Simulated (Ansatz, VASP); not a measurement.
AgO in VASP and in Ansatz

File INCAR:

```
ALGO     = Normal         # electronic algorithm
EDIFF    = 1E-7           # SCF threshold, eV
ENCUT    = 520            # plane-wave cutoff, eV
GGA      = PS             # functional
ISIF     = 2              # what is computed and relaxed
ISMEAR   = 0              # smearing method
LASPH    = True           # aspherical terms in the spheres
LCHARG   = False          # write CHGCAR
LREAL    = False          # projectors in reciprocal space
LWAVE    = False          # write WAVECAR
NBANDS   = 16             # bands
NELM     = 100            # most SCF steps
PREC     = Accurate       # precision mode
SIGMA    = 0.15           # smearing width, eV
```

The input KPOINTS:

```
k-points
0
Gamma
  18 18 18
```

POSCAR

```
AgO
1.0
    0.0000000000      2.7692000000      2.4080000000
    2.7692000000      0.0000000000      2.4080000000
    2.7692000000      2.7692000000      0.0000000000
Ag O
1 1
Direct
    0.0000000000      0.0000000000      0.0000000000
    0.7500000000      0.7500000000      0.7500000000
```

Input for Ansatz:

```yaml
crystal:
  lattice:
    - [0.0, 2.7692, 2.408]
    - [2.7692, 0.0, 2.408]
    - [2.7692, 2.7692, 0.0]
  atoms:
    - { symbol: Ag, position: [0.0, 0.0, 0.0] }
    - { symbol: O, position: [0.75, 0.75, 0.75] }
basis:
  ecutwfc: 420
kpoints:
  mp_grid: { grid: [18, 18, 18] }
hamiltonian:
  xc: pbesol
scf:
  occupations: { method: gaussian, width: 0.15 }
output:
  forces: true
  stress: true
  eigenvalues: true
```

Change from the starting cell: strain +0.1500 x Voigt [1, 1, 0, 0, 0, 0], atoms carried along.

Alike in both runs: task single point; functional PBEsol; k mesh 18 × 18 × 18; occupations gaussian, width 0.15 eV; no spin polarisation.

```csv
,VASP,Ansatz
version,VASP 6.6.1,Ansatz 0.2.0
potentials or method,"VASP PAW PBE potentials, release 64 (Ag, O), cutoff 520 eV","scalar-relativistic, plane waves, PAW"
valence electrons in the cell,17,25
```

|  | VASP | Ansatz | Ansatz less VASP |
| --- | --- | --- | --- |
| gap on the k mesh at the Fermi level (eV) | none | none | - |
| pressure (GPa) | -13.5 | -13.4 | +0.09 |
| traceless stress, the component that is largest in VASP (GPa) | 1.51 | 1.51 | +0.004 |

VASP's potentials were made for PBE, not for PBEsol. A gap of «none» marks a metal or a gap that the smearing closes. The functional is the same, so the differences come from potentials, cutoffs and numerics. VASP's potentials hold 17 valence electrons a cell and Ansatz's 25, so a difference there can come from the potentials and not from the codes.
